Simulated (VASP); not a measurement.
A run of VASP 6.6.1 is set up as follows.

Contents of INCAR:

```
SYSTEM = Si7Ge
ALGO     = Normal         ! electronic algorithm
EDIFF    = 1E-6           ! SCF threshold, eV
ENCUT    = 520            ! plane-wave cutoff, eV
GGA      = PS             ! functional
ISIF     = 2              ! what is computed and relaxed
ISMEAR   = 0              ! smearing method
LASPH    = .True.         ! aspherical terms in the spheres
LCHARG   = .False.        ! write CHGCAR
LREAL    = Auto         
LWAVE    = .False.        ! write WAVECAR
NBANDS   = 56             ! bands
NELM     = 100            ! most SCF steps
PREC     = Accurate       ! precision mode
SIGMA    = 0.03           ! smearing width, eV
```

KPOINTS

```
k-points
0
Gamma
  6 6 3
  0 0 0
```

File POSCAR:

```
Si7Ge
1.0
    0.0000000000     -5.4591768537      0.0000000000
    0.0000000000      0.0000000000     -5.4591768537
   15.4183537074      0.0000000000      0.0000000000
Si Ge
14 2
Direct
    0.7474023192      0.7474023192      0.4882263337
    0.7474023192      0.7474023192      0.1341563106
    0.5000000000      0.5000000000      0.3987890670
    0.5000000000      0.5000000000      0.0447190439
    0.5000000000      1.0000000000      0.5758240786
    0.5000000000      1.0000000000      0.2217540555
    1.0000000000      0.5000000000      0.5758240786
    1.0000000000      0.5000000000      0.2217540555
    0.7474023192      0.2525976808      0.6634218235
    0.7474023192      0.2525976808      0.3093518004
    0.2525976808      0.7474023192      0.6634218235
    0.2525976808      0.7474023192      0.3093518004
    0.2525976808      0.2525976808      0.4882263337
    0.2525976808      0.2525976808      0.1341563106
    1.0000000000      1.0000000000      0.3987890670
    1.0000000000      1.0000000000      0.0447190439
```

Potentials or basis: VASP PAW PBE potentials, release 64 (Si, Ge_d).

Launch:

```sh
$ cat potpaw_PBE.64/Si/POTCAR potpaw_PBE.64/Ge_d/POTCAR > POTCAR
$ mpirun -np 1 vasp_std > vasp.out
```

Task: Predict the pressure.

Result: -1.1 GPa.

Task: Predict the band gap on the k mesh.

Result: Zero (bands 42 and 43 overlap by 0.28 eV).

Stress tensor (GPa, compression positive):
```
-0.23  0.00  0.00
 0.00 -1.54  1.12
 0.00  1.12 -1.54
```

Caveat: the cell differs from its parent crystal (the distance across one plane changed); the PAW data sets were made with another functional, which shifts forces and pressure a little.
